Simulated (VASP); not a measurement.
## Zn2Pb3: relaxation of cell and atoms with PBE

The system is Zn2Pb3.

```
Zn Pb
1.0
     7.04736    0.00000    0.00000
    -3.52368    6.10320    0.00000
     0.00000    0.00000    5.53201
Zn Pb
4 6
Direct
  0.33333 0.66667 0.50000
  0.66667 0.33333 0.50000
  0.00000 0.00000 0.31171
  0.00000 0.00000 0.68829
  0.50000 0.00000 0.00000
  0.00000 0.50000 0.00000
  0.50000 0.50000 0.00000
  0.50000 0.00000 0.50000
  0.00000 0.50000 0.50000
  0.50000 0.50000 0.50000
```

The cell was generated, and may not be a known phase.

```yaml
Program: VASP 6.6.1
Task: relaxation of cell and atoms
Functional: PBE
Potentials_or_basis: VASP PAW PBE potentials, release 64 (Zn, Pb_d)
Cutoff: 600 eV
k_mesh: 3 × 3 × 3
Occupations: gaussian, width 0.2 eV
Spin: no spin polarisation
Dipole_correction: no
Further_INCAR_settings: ALGO = Fast; EDIFF = 1e-07; IBRION = 2; EDIFFG = -0.08; NSW = 36; ISIF = 3
```

```yaml
Relaxed_volume: 41.87 Å³/atom
Relaxed_cell: a = 8.772 Å, b = 8.772 Å, c = 6.283 Å, α = 90.00°, β = 90.00°, γ = 120.00°
Space_group_after_relaxing_to_0.1_Å: P6/mmm (No. 191)
Pressure_after_relaxing: 0.1 GPa
Largest_force_after_relaxing: 0.063 eV/Å
Band_gap_on_the_k_mesh: zero (bands 66 and 67 overlap by 0.37 eV)
```

Forces on the atoms (eV/Å):
```
Zn   0.000  0.000  0.000
Zn   0.000  0.000  0.000
Zn   0.000  0.000 -0.063
Zn   0.000  0.000  0.063
Pb   0.000  0.000  0.000
Pb   0.000  0.000  0.000
Pb   0.000  0.000  0.000
Pb   0.000  0.000  0.000
Pb   0.000  0.000  0.000
Pb   0.000  0.000  0.000
```

Final structure:
```
Zn Pb
1.0
     8.77228    0.00000    0.00000
    -4.38614    7.59702    0.00000
     0.00000    0.00000    6.28340
Zn Pb
4 6
Cartesian
  0.0000 5.0647 3.1417
  4.3861 2.5323 3.1417
  0.0000 0.0000 1.6322
  4.3861 7.5970 4.6512
  0.0000 7.5970 0.0000
  6.5792 3.7985 0.0000
  2.1931 3.7985 0.0000
  0.0000 7.5970 3.1417
  6.5792 3.7985 3.1417
  2.1931 3.7985 3.1417
```

Levels at points of the mesh, in eV from the Fermi level:
```tsv
k point	band 62	band 63	band 64	band 65	band 66	band 67	band 68	band 69	band 70	band 71
(0.00, 0.00, 0.00)	-1.94	-1.94	-0.59	-0.05	-0.04	-0.04	0.57	0.76	1.22	1.22
```

It took 88 min on 1 thread of Intel(R) Xeon(R) 6975P-C (Granite Rapids) (shared host), peak memory 0.49 GiB.

Caveat: the k points lie up to 0.33 Å⁻¹ apart in the final cell; the volume moved by over 15 % at a fixed basis, so the end points are rough; spin-orbit coupling is left out, which moves the levels of the heavy elements; the relaxation stopped at a loose force limit of 0.08 eV/Å, so its end isn't a converged minimum.
